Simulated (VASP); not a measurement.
Runs of VASP 6.6.1 on BeTe. The structure is that of space group F-43m (No. 216), or close to it. The cells are those of the table. 

| cell | gap on the mesh (eV) | pressure (GPa) |
| --- | --- | --- |
| a = 3.754 Å, angles 60.0°, 2 atoms | 1.63 | (b) |
| a = 3.864 Å, angles 60.0°, 2 atoms | 1.86 | 7.9 |
| a = 3.969 Å, angles 60.0°, 2 atoms | 2.05 | 1.9 |
| a = 3.810 Å, angles 60.0°, 2 atoms | 1.75 | 11.8 |
| a = 3.917 Å, angles 60.0°, 2 atoms | (a) | 4.6 |
| a = 4.068 Å, angles 60.0°, 2 atoms | 2.21 | -2.2 |
| a = 4.019 Å, angles 60.0°, 2 atoms | 2.13 | -0.3 |

Alike in all rows: task single point; level PBE; potentials or basis VASP PAW PBE potentials, release 64 (Be, Te); no spin polarisation; k mesh 5 × 5 × 5; cutoff (eV) 520; smearing gaussian 0.01 eV.

Task: Fill in the values left out.

Result: (a) 1.96; (b) 16.6.

Caveats: spin-orbit coupling is left out, which moves the levels of the heavy elements.

A k mesh can miss the band edges, and the runs leave out spin-orbit coupling on Te.
